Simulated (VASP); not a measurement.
LiH, 4 atoms in the cell. The typed cell holds 4 atoms: a = 3.070 Å, b = 3.556 Å, c = 3.621 Å, α = 97.25°, β = 97.79°, γ = 100.32°. 

- Program: VASP 6.6.1
- Task: relaxation of cell and atoms
- Functional: PBE
- Potentials or basis: VASP PAW PBE potentials, release 64 (Li_sv, H)
- Cutoff: 600 eV
- k mesh: 6 × 6 × 6
- Occupations: gaussian, width 0.1 eV
- Spin: no spin polarisation
- Dipole correction: no
- Further INCAR settings: ALGO = Normal; EDIFF = 1e-06; IBRION = 2; EDIFFG = -0.04; NSW = 90; ISIF = 3

Potentials or basis: VASP PAW PBE potentials, release 64 (Li_sv, H).

The run is started by

```sh
$ cat potpaw_PBE.64/Li_sv/POTCAR potpaw_PBE.64/H/POTCAR > POTCAR
$ mpirun -np 1 vasp_std > vasp.out
```

Hardware: 1 thread of Intel(R) Xeon(R) 6975P-C (Granite Rapids) (shared host).

**Question.** How long does it take, and how much memory?

**Answer.** Wall time 120 s on 1 thread of Intel(R) Xeon(R) 6975P-C (Granite Rapids), on a shared host, peak memory 0.17 GiB. Counts: scf iterations 98, k points 112, ion steps 15.
